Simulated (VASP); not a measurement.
MoS2, 3 atoms in the cell. The structure is trigonal, space group R3m (No. 160). The conventional cell has a = 3.163 Å, b = 3.163 Å, c = 18.370 Å, α = 90.00°, β = 90.00°, γ = 120.00°. Within 3.2 Å of Mo (site symmetry 3m) lie 6 S at 2.36 Å and 6 Mo at 3.16 Å. Within 3.2 Å of S (site symmetry 3m) lie 3 Mo at 2.36 Å and 7 S at 3.00 to 3.16 Å. S (site symmetry 3m) has 3 Mo at 2.36 Å and 7 S at 3.00 to 3.16 Å within 3.2 Å. 

```yaml
Program: VASP 6.6.1
Task: single point
Functional: LDA
Potentials_or_basis: VASP PAW LDA potentials, release 64 (Mo_sv, S)
Cutoff: 520 eV
k_mesh: 7 × 7 × 7
Occupations: gaussian, width 0.05 eV
Spin: collinear spin, zero start
Starting_moments: "[0.0, 0.0, 0.0] μB"
Hubbard_terms: Mo d U = 4.0 eV
Dipole_correction: no
Further_INCAR_settings: ALGO = Normal; EDIFF = 1e-07; NBANDS = 24
```

Potentials or basis: VASP PAW LDA potentials, release 64 (Mo_sv, S).

Command:

```sh
$ cat potpaw_LDA.64/Mo_sv/POTCAR potpaw_LDA.64/S/POTCAR > POTCAR
$ mpirun -np 1 vasp_std > vasp.out
```

Hardware: 1 thread of Intel Xeon 8259CL (shared host).

Estimate the wall time of this run.

Wall time 6.3 min on 1 thread of Intel Xeon 8259CL (shared host), peak memory 0.31 GiB. Counts: scf iterations 14, k points 44.
